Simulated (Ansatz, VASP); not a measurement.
RbBr: VASP beside Ansatz

```
Rb Br
1.0
     0.00000    3.42750    3.42750
     3.68456    0.00000    3.42750
     3.68456    3.42750    0.00000
Rb Br
1 1
Cartesian
  0.0000 0.0000 0.0000
  3.6846 3.4275 3.4275
```

Change from the starting cell: strain +0.0750 x Voigt [1, 0, 0, 0, 0, 0], atoms carried along.

Alike in both runs: task single point; functional PBEsol; k mesh 6 × 6 × 6; occupations gaussian, width 0.05 eV; no spin polarisation.

|  | VASP | Ansatz |
| --- | --- | --- |
| version | VASP 6.6.1 | Ansatz 0.2.0 |
| potentials or method | VASP PAW PBE potentials, release 64 (Rb_sv, Br), cutoff 520 eV | scalar-relativistic, plane waves, PAW |
| valence electrons in the cell | 16 | 16 |

VASP gave:

```
gap on the k mesh at the Fermi level (eV)                     : 4.04
least direct gap on the mesh (eV)                             : 4.04
pressure (GPa)                                                : -0.7
traceless stress, the component that is largest in VASP (GPa) : -0.76
```

Q: Estimate Ansatz's values.

A: gap on the k mesh at the Fermi level (eV): 4.04; least direct gap on the mesh (eV): 4.04; pressure (GPa): -0.7; traceless stress, the component that is largest in VASP (GPa): -0.74.

VASP's potentials were made for PBE, not for PBEsol. With one functional, cell and mesh, what is left measures potentials, basis and numerics.
